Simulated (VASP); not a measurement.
# Cs2Au (I4/mmm) in VASP: a series of runs, part 2 of 2

VASP 6.6.1. Earlier steps stand in the parts before.

### 3 Relaxation of cell and atoms, PBE

This run uses another cell than the first one, of 35.15 Å³/atom.

INCAR

```
  PREC = Accurate
  ENCUT = 600
  EDIFF = 1E-7
  ISMEAR = 0
  SIGMA = 0.1
  LREAL = False
  LASPH = True
  NELM = 60
  ALGO = Normal
  ISIF = 3
  LWAVE = False
  LCHARG = False
  GGA = PE
  IBRION = 2
  NSW = 90
  EDIFFG = -0.04
```

KPOINTS

```
Automatic mesh
0
Gamma
  6 6 6
```

POSCAR

```
Cs2Au
1.0
   -2.2067803802      2.2067803802      5.4135081203
    2.2067803802     -2.2067803802      5.4135081203
    2.2067803802      2.2067803802     -5.4135081203
Cs Au
2 1
Direct
    0.6650000000      0.6650000000      0.0000000000
    0.3350000000      0.3350000000      0.0000000000
    0.0000000000      0.0000000000      0.0000000000
```

Potentials or basis: VASP PAW PBE potentials, release 64 (Cs_sv, Au).

Launch:

```sh
> cat potpaw_PBE.64/Cs_sv/POTCAR potpaw_PBE.64/Au/POTCAR > POTCAR
> mpirun -np 1 vasp_std > vasp.out
```

OUTCAR:

```text
PREC = Accurate
   ENCUT = 600
   EDIFF = 1E-7
   ISMEAR = 0
   LREAL = False
   LASPH = True
   NELM = 60
   ISIF = 3
   GGA = PE
   IBRION = 2
   NSW = 90
   EDIFFG = -0.04

 ion  position               nearest neighbor table
   1  0.665  0.665  0.000-
   2  0.335  0.335  0.000-
   3  0.000  0.000  0.000-

  LATTYP: Found a body centered tetragonal cell.
 ALAT       =     4.4135607604
 C/A-ratio  =     2.4531250001

  Lattice vectors:

 A1 = (  -2.2067803802,   2.2067803802,   5.4135081203)
 A2 = (   2.2067803802,  -2.2067803802,   5.4135081203)
 A3 = (   2.2067803802,   2.2067803802,  -5.4135081203)

Analysis of symmetry for initial positions (statically):
=====================================================================
 Subroutine PRICEL returns:
 Original cell was already a primitive cell.

 Routine SETGRP: Setting up the symmetry group for a
 body centered tetragonal supercell.

 Subroutine GETGRP returns: Found 16 space group operations
 (whereof 16 operations were pure point group operations)
 out of a pool of 16 trial point group operations.

The static configuration has the point symmetry D_4h.

Analysis of symmetry for dynamics (positions and initial velocities):
=====================================================================
 Subroutine PRICEL returns:
 Original cell was already a primitive cell.

 Routine SETGRP: Setting up the symmetry group for a
 body centered tetragonal supercell.

 Subroutine GETGRP returns: Found 16 space group operations
 (whereof 16 operations were pure point group operations)
[... 141 lines left out ...]
 NGX is ok and might be reduce to    50
   NGX = 25   NGY = 25   NGZ = 25

--------------------------------------- Ionic step        1  -------------------------------------------

 number of electron      29.0000000 magnetization

 Free energy of the ion-electron system (eV)
  ---------------------------------------------------
  ext. energy  EPLUGINS =         0.00000000
  ---------------------------------------------------
  free energy    TOTEN  =        -4.56796962 eV

  energy without entropy =       -4.55020235  energy(sigma->0) =       -4.55908599

------------------------ aborting loop because EDIFF is reached ----------------------------------------

  FORCE on cell =-STRESS in cart. coord.  units (eV):
  Direction    XX          YY          ZZ          XY          YZ          ZX
  --------------------------------------------------------------------------------------
  -------------------------------------------------------------------------------------
  Total        3.6049301      3.6049301      3.2818365      0.0000000      0.0000000      0.0000000
  in kB       54.7709676     54.7709676     49.8620945      0.0000000      0.0000000      0.0000000
  external PRESSURE =      53.1346766 kB  Pullay stress =       0.0000000 kB
[... 92 lines left out ...]
  FREE ENERGIE OF THE ION-ELECTRON SYSTEM (eV)
  ---------------------------------------------------
  free  energy   TOTEN  =        -5.1660256241 eV

  energy  without entropy=       -5.1540212546  energy(sigma->0) =       -5.16002344

[... ionic steps 4 to 26 ...]

--------------------------------------- Ionic step       27  -------------------------------------------

 number of electron      28.9999990 magnetization

------------------------ aborting loop because EDIFF is reached ----------------------------------------
[... 69 lines left out ...]
--------------------------------------- Ionic step       29  -------------------------------------------

 number of electron      29.0000000 magnetization

 Free energy of the ion-electron system (eV)
  ---------------------------------------------------
  ext. energy  EPLUGINS =         0.00000000
  ---------------------------------------------------
  free energy    TOTEN  =        -5.56034565 eV

  energy without entropy =       -5.54609994  energy(sigma->0) =       -5.55322280

 E-fermi :   1.8524     XC(G=0):  -6.8226

 val. band max:        1.8450443841   @ k =  -0.3333   0.1667  -0.0000
 cond. band min:       1.8841699263   @ k =   0.3333   0.1667   0.0000
 fundamental gap:      0.0391255422
 Fermi energy:         1.8523902976

 k-point     1 :       0.0000    0.0000    0.0000
  band No.  band energies     occupation
      1     -21.6463      2.00000
      2     -21.6037      2.00000
      3      -8.7985      2.00000
      4      -8.3020      2.00000
      5      -8.3020      2.00000
      6      -8.2593      2.00000
[... 481 lines left out ...]
      5      -8.3529      2.00000
      6      -8.2980      2.00000
[... 10 lines left out ...]
     17       3.6816      0.00000
     18       3.9845      0.00000

 [... further k-points ...]

------------------------ aborting loop because EDIFF is reached ----------------------------------------

  FORCE on cell =-STRESS in cart. coord.  units (eV):
  Direction    XX          YY          ZZ          XY          YZ          ZX
  --------------------------------------------------------------------------------------
  -------------------------------------------------------------------------------------
  Total       -0.0651456     -0.0651456     -0.0235451      0.0000000     -0.0000000     -0.0000000
  in kB       -0.5657145     -0.5657145     -0.2044619      0.0000000     -0.0000000     -0.0000000
  external PRESSURE =      -0.4452969 kB  Pullay stress =       0.0000000 kB
[... 18 lines left out ...]
  FREE ENERGIE OF THE ION-ELECTRON SYSTEM (eV)
  ---------------------------------------------------
  free  energy   TOTEN  =        -5.5603456549 eV

  energy  without entropy=       -5.5460999430  energy(sigma->0) =       -5.55322280

 reached required accuracy - stopping structural energy minimisation
```

It took 21 min on 1 thread of AMD EPYC 9R45 (Zen 5), shared host; peak memory 0.39 GiB.

What came out:

```
Free energy                           : -5.5603 eV
Relaxed volume                        : 61.50 Å³/atom
Relaxed cell                          : a = 9.451 Å, b = 9.451 Å, c = 9.451 Å, α = 152.10°, β = 152.10°, γ = 39.87°
Space group after relaxing (to 0.1 Å) : I4/mmm (No. 139)
Energy gained by relaxing             : 330.8 meV/atom
Ionic steps                           : 29
Pressure after relaxing               : 0.0 GPa
Largest force after relaxing          : 0.032 eV/Å
Band gap on the k mesh                : zero (an odd number of electrons rules out a gap without spin polarisation)
```

Forces in eV/Å, atoms in the order of the input:
```
Cs   0.000  0.000  0.032
Cs   0.000  0.000 -0.032
Au   0.000  0.000  0.000
```

The path:
| step | energy change (eV) | largest force (eV/Å) | pressure (GPa) | volume (Å³) |
| --- | --- | --- | --- | --- |
| 1 | 0.0000 | 0.4813 | 5.31 | 105.45 |
| 2 | -0.4348 | 0.4648 | 2.10 | 124.26 |
| 3 | -0.5981 | 0.3829 | 0.42 | 144.00 |
| 4 | -0.6152 | 0.3551 | 0.01 | 152.11 |
| 5 | -0.6166 | 0.3461 | -0.10 | 154.94 |
| 6 | -0.6315 | 0.2727 | -0.08 | 154.69 |
| 7 | -0.6465 | 0.0365 | 0.01 | 153.97 |
| 8 | -0.6469 | 0.0743 | -0.01 | 154.07 |
| 9 | -0.6554 | 0.0711 | 0.01 | 153.87 |
| 10 | -0.6811 | 0.0571 | 0.09 | 153.14 |
| 11 | -0.7325 | 0.0049 | 0.41 | 151.11 |
| 12 | -0.7695 | 0.3023 | 1.71 | 144.93 |
| 13 | -0.7710 | 0.3031 | 1.72 | 145.02 |
| 14 | -0.7753 | 0.3064 | 1.73 | 145.26 |
| 15 | -0.7830 | 0.3148 | 1.78 | 145.72 |
| 16 | -0.7946 | 0.3385 | 1.86 | 146.58 |
| 17 | -0.7985 | 0.4138 | 2.06 | 148.01 |
| 18 | -0.8181 | 0.3883 | 1.93 | 149.61 |
| 19 | -0.8690 | 0.3196 | 1.57 | 154.45 |
| 20 | -0.9383 | 0.2126 | 0.96 | 164.29 |
| 21 | -0.9604 | 0.0478 | 0.00 | 184.64 |
| 22 | -0.9698 | 0.1095 | 0.36 | 176.63 |
| 23 | -0.9699 | 0.1037 | 0.32 | 177.43 |
| 24 | -0.9746 | 0.1012 | 0.30 | 177.88 |
| 25 | -0.9845 | 0.0947 | 0.22 | 179.20 |
| 26 | -0.9880 | 0.0875 | 0.08 | 181.64 |
| 27 | -0.9892 | 0.0896 | 0.12 | 180.91 |
| 28 | -0.9911 | 0.0677 | 0.06 | 182.24 |
| 29 | -0.9924 | 0.0322 | -0.04 | 184.50 |

Final structure:
```yaml
crystal:
  lattice:
    - [-2.27842, 2.27842, 8.88525]
    - [2.27842, -2.27842, 8.88525]
    - [2.27842, 2.27842, -8.88525]
  atoms:
    - { symbol: Cs, position: [0.61418, 0.61418, 0.00000] }
    - { symbol: Cs, position: [0.38582, 0.38582, 0.00000] }
    - { symbol: Au, position: [0.00000, 0.00000, 0.00000] }
```

Caveat: the volume moved by over 15 % at a fixed basis, so the end points are rough; spin-orbit coupling is left out, which moves the levels of the heavy elements.
